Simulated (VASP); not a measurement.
Crystal: Fe2O3.

```
Fe O
1.0
     2.51900    1.45435    4.59067
    -2.51900    1.45435    4.59067
     0.00000   -2.90869    4.59067
Fe O
4 6
Cartesian
  0.0000 0.0000 4.8932
  0.0000 0.0000 1.9928
  0.0000 0.0000 8.8788
  0.0000 0.0000 11.7792
  -0.9779 1.4543 8.0337
  -0.7706 -1.5740 8.0337
  1.7484 0.1197 8.0337
  0.9779 -1.4543 5.7383
  0.7706 1.5740 5.7383
  -1.7484 -0.1197 5.7383
```

Base run:

* Program: VASP 6.6.1
* Functional: PBE
* Potentials or basis: VASP PAW PBE potentials, release 64 (Fe, O)
* Cutoff: 520 eV
* k mesh: 5 × 5 × 5
* Occupations: fermi-dirac, width 0.05 eV
* Spin: no spin polarisation
* Hubbard terms: Fe d U = 4.0 eV

Its results: band gap on the k mesh 0.02 eV (least direct gap 0.08 eV); pressure -21.8 GPa; largest force 0.675 eV/Å.

Task: The run is repeated on the same cell with these changes: spin from no spin polarisation to collinear spin, ferromagnetic start; further incar settings from ALGO = Normal; EDIFF = 1e-07; NBANDS = 45 to ALGO = Normal; EDIFF = 1e-07; NBANDS = 49. What comes out?

Result: Band gap on the k mesh 1.05 eV (least direct gap 1.32 eV); pressure 9.1 GPa; net moment 20.00 μB per cell; site moments Fe +4.34; O +0.37 μB; largest force 0.322 eV/Å.

Caveats: an odd mesh through Γ misses points on the zone boundary, where band edges can lie; the cell stands under tension (at least some runs); the cell stands under pressure (at least some runs).
